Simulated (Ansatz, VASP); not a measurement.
One calculation of Sr, two programs

```
Sr
1.0
     0.00000    2.95792    2.95792
     2.95792    0.00000    2.95792
     2.95792    2.95792    0.00000
Sr
1
Direct
  0.00000 0.00000 0.00000
```

Alike in both runs: task relaxation of cell and atoms; functional PBEsol; k mesh 12 × 12 × 12; occupations gaussian, width 0.1 eV; no spin polarisation.

|  | VASP | Ansatz |
| --- | --- | --- |
| version | VASP 6.6.1 | Ansatz 0.2.0 |
| potentials or method | VASP PAW PBE potentials, release 64 (Sr_sv), cutoff 600 eV | scalar-relativistic, plane waves, PAW |
| valence electrons in the cell | 10 | 10 |

```tsv
	VASP	Ansatz	Ansatz less VASP
gap on the k mesh at the Fermi level, each at its own relaxed structure (eV)	none	none	-
relaxed volume (Å³/atom)	51.85	51.76	-0.091
relaxed length of the cell vector where the two differ most in proportion (Å)	4.186	4.183	-0.0025
```

VASP's potentials were made for PBE, not for PBEsol. A gap of «none» marks a metal or a gap that the smearing closes.
